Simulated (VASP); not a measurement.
Here is a VASP 6.6.1 calculation.

INCAR

```
SYSTEM = HfH8
  PREC = Accurate
  ENCUT = 500
  EDIFF = 1E-7
  ISMEAR = 0
  SIGMA = 0.1
  LREAL = .False.
  LASPH = .True.
  NELM = 120
  ALGO = Normal
  ISIF = 3
  LWAVE = .False.
  LCHARG = .False.
  GGA = PE
  IBRION = 2
  NSW = 100
  EDIFFG = -0.01
  GGA_COMPAT = .False.
  NELMIN = 4
```

File KPOINTS:

```
regular mesh
0
Gamma
  12 12 8
  0 0 0
```

Contents of POSCAR:

```
HfH8
1.0
    3.5967565671      0.0000000000      0.0000000000
   -1.7983782836      3.1148825584      0.0000000000
    0.0000000000      0.0000000000      5.7647880934
Hf H
1 8
Direct
    0.0000000000      0.0000000000      0.5000000000
    0.6187689162      0.7389110341      0.0000000000
    0.2610889659      0.8798578821      0.0000000000
    0.1201421179      0.3812310838      0.0000000000
    0.7389110341      0.6187689162      0.0000000000
    0.8798578821      0.2610889659      0.0000000000
    0.3812310838      0.1201421179      0.0000000000
    0.3333333333      0.6666666667      0.5000000000
    0.6666666667      0.3333333333      0.5000000000
```

Potentials or basis: VASP PAW PBE potentials, release 64 (Hf_pv, H).

Command:

```bash
$ cat potpaw_PBE.64/Hf_pv/POTCAR potpaw_PBE.64/H/POTCAR > POTCAR
$ mpirun -np 1 vasp_std > vasp.out
```

(1) Predict the band gap on the k mesh.

(2) What does it give for the relaxed volume?

## Answers

(1) zero (bands 9 and 10 overlap by 0.54 eV).

(2) 7.10 Å³/atom.

Caveat: spin-orbit coupling is left out, which moves the levels of the heavy elements.
